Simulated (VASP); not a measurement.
# CdSe (F-43m) in VASP: notebook, part 2 of 2

VASP 6.6.1. Earlier steps stand in the parts before.

**5. Single point, HSE06**

Contents of POSCAR:

```
CdSe
1.0
    0.0000000000      3.0678017004      3.0678017004
    3.0678017004      0.0000000000      3.0678017004
    3.0678017004      3.0678017004      0.0000000000
Cd Se
1 1
Direct
    0.0000000000      0.0000000000      0.0000000000
    0.7500000000      0.7500000000      0.7500000000
```

Contents of INCAR.step1:

```
PREC = Accurate ; ENCUT = 520
EDIFF = 1E-5 ; ISMEAR = 0
SIGMA = 0.01 ; LREAL = F
LASPH = T ; NELM = 60
ALGO = Normal ; ISIF = 2
LWAVE = T ; NBANDS = 16
GGA = PE
```

Contents of INCAR.step2:

```
PREC = Accurate ; ENCUT = 520
EDIFF = 1E-6 ; ISMEAR = 0
SIGMA = 0.01 ; LREAL = F
LASPH = T ; NELM = 60
ALGO = Normal ; ISIF = 2
LWAVE = F ; LCHARG = T
GGA = PE ; LHFCALC = T
HFSCREEN = 0.2079 ; PRECFOCK = Normal
LELF = T ; LVHAR = T
NBANDS = 16 ; ISTART = 1
```

Contents of KPOINTS:

```
regular mesh
0
Gamma
  4 4 4
```

Potentials or basis: VASP PAW PBE potentials, release 64 (Cd, Se).

The run is started by

```
cat potpaw_PBE.64/Cd/POTCAR potpaw_PBE.64/Se/POTCAR > POTCAR
cp INCAR.step1 INCAR
mpirun -np 1 vasp_std > vasp.out
cp INCAR.step2 INCAR
mpirun -np 1 vasp_std > vasp.out
```

OUTCAR:

```text
PREC = Accurate
   ENCUT = 520
   EDIFF = 1E-6
   ISMEAR = 0
   LREAL = F
   LASPH = T
   NELM = 60
   ISIF = 2
   GGA = PE
   LHFCALC = T
   HFSCREEN = 0.2079
   PRECFOCK = Normal
   ISTART = 1

 ion  position               nearest neighbor table
   1  0.000  0.000  0.000-   2 2.66   2 2.66   2 2.66   2 2.66
   2  0.750  0.750  0.750-   1 2.66   1 2.66   1 2.66   1 2.66

  LATTYP: Found a face centered cubic cell.
 ALAT       =     6.1356034008

  Lattice vectors:

 A1 = (   0.0000000000,   3.0678017004,   3.0678017004)
 A2 = (   3.0678017004,   0.0000000000,   3.0678017004)
 A3 = (   3.0678017004,   3.0678017004,   0.0000000000)

Analysis of symmetry for initial positions (statically):
=====================================================================
 Subroutine PRICEL returns:
 Original cell was already a primitive cell.

[... 154 lines left out ...]
  ext. energy  EPLUGINS =         0.00000000
  ---------------------------------------------------
  free energy    TOTEN  =        -6.81333497 eV

  energy without entropy =       -6.81333497  energy(sigma->0) =       -6.81333497

 E-fermi :   0.2632     XC(G=0):  -7.2896

 val. band max:        0.1544529722   @ k =   0.0000   0.0000   0.0000
 cond. band min:       1.6561670496   @ k =   0.0000   0.0000   0.0000
 fundamental gap:      1.5017140774
 Fermi energy:         0.2631929895

 k-point     1 :       0.0000    0.0000    0.0000
  band No.  band energies     occupation
      1     -13.3806      2.00000
      2      -8.9152      2.00000
      3      -8.9152      2.00000
      4      -8.9152      2.00000
      5      -8.5678      2.00000
      6      -8.5678      2.00000
[... 129 lines left out ...]
      3      -8.7359      2.00000
      4      -8.6025      2.00000
      5      -8.5618      2.00000
      6      -8.0582      2.00000
[... 8 lines left out ...]
     15      13.9030      0.00000
     16      14.4272      0.00000

------------------------ aborting loop because EDIFF is reached ----------------------------------------

  FORCE on cell =-STRESS in cart. coord.  units (eV):
  Direction    XX          YY          ZZ          XY          YZ          ZX
  --------------------------------------------------------------------------------------
  -------------------------------------------------------------------------------------
  Total        0.1911141      0.1911141      0.1911141     -0.0000000     -0.0000000     -0.0000000
  in kB        5.3026314      5.3026314      5.3026314     -0.0000000     -0.0000000     -0.0000000
  external PRESSURE =       5.3026314 kB  Pullay stress =       0.0000000 kB

 VOLUME and BASIS-vectors are now :
 -----------------------------------------------------------------------------
  energy-cutoff  :      520.00
  volume of cell :       57.74
      direct lattice vectors                 reciprocal lattice vectors
     0.000000000  3.067801700  3.067801700    -0.162983155  0.162983155  0.162983155
     3.067801700  0.000000000  3.067801700     0.162983155 -0.162983155  0.162983155
     3.067801700  3.067801700  0.000000000     0.162983155  0.162983155 -0.162983155

 POSITION                                       TOTAL-FORCE (eV/Angst)
 -----------------------------------------------------------------------------------
      0.00000      0.00000      0.00000        -0.000000     -0.000000     -0.000000
      4.60170      4.60170      4.60170         0.000000      0.000000      0.000000
 -----------------------------------------------------------------------------------
    total drift:                               -0.000066     -0.000075     -0.000042

  FREE ENERGIE OF THE ION-ELECTRON SYSTEM (eV)
  ---------------------------------------------------
  free  energy   TOTEN  =        -6.8133349733 eV

  energy  without entropy=       -6.8133349733  energy(sigma->0) =       -6.81333497
```

OUTCAR.step1:

```text
PREC = Accurate
   ENCUT = 520
   EDIFF = 1E-5
   ISMEAR = 0
   LREAL = F
   LASPH = T
[... 353 lines left out ...]
 -----------------------------------------------------------------------------------
      0.00000      0.00000      0.00000        -0.000000      0.000000      0.000000
      4.60170      4.60170      4.60170         0.000000     -0.000000     -0.000000
 -----------------------------------------------------------------------------------
    total drift:                                0.000000      0.000000      0.000000

  FREE ENERGIE OF THE ION-ELECTRON SYSTEM (eV)
  ---------------------------------------------------
  free  energy   TOTEN  =        -5.4418153948 eV

  energy  without entropy=       -5.4418153948  energy(sigma->0) =       -5.44181539
```

Run time: 15 min. Hardware: 1 thread of Intel Xeon Platinum 8375C at 2.90GHz (Ice Lake), shared host; peak memory 0.29 GiB.

Results:

```
Free energy            : -6.8133 eV
Pressure               : 0.5 GPa
Band gap on the k mesh : 1.50 eV, direct
```

Levels at points of the mesh, in eV from the valence-band top:
```
           k point  band 5  band 6  band 7  band 8  band 9  band 10  band 11  band 12  band 13  band 14
(0.00, 0.00, 0.00)   -8.72   -8.72    0.00    0.00    0.00     1.50     6.97     6.97     6.97    10.89
(0.50, 0.00, 0.00)   -8.70   -8.41   -4.51   -0.76   -0.76     3.35     7.46     7.46     8.43    11.12
(0.50, 0.50, 0.00)   -8.67   -8.32   -4.21   -1.88   -1.88     4.00     4.72    10.20    11.43    11.43
```

Caveat: the k points lie up to 0.44 Å⁻¹ apart; the PAW data sets were made with another functional, which shifts forces and pressure a little.

**6. Summary**

```tsv
level	k mesh	cutoff (eV)	grid for exact exchange (PRECFOCK)	screening parameter	gap on the mesh (eV)	pressure (GPa)
PBE	6 × 6 × 6	520	-	-	0.55	1.7
PBE	4 × 4 × 4	500	-	-	0.54	1.9
HSE06	4 × 4 × 4	520	Normal	0.2079 1/Å	1.50	0.5
```

Alike in all rows: task single point; potentials or basis VASP PAW PBE potentials, release 64 (Cd, Se); no spin polarisation; cell as given; smearing gaussian 0.01 eV.

Caveats: some runs use coarse meshes; the PAW data sets were made with another functional, which shifts forces and pressure a little (some runs).

Absolute energies hang on the potentials; compare differences alone.
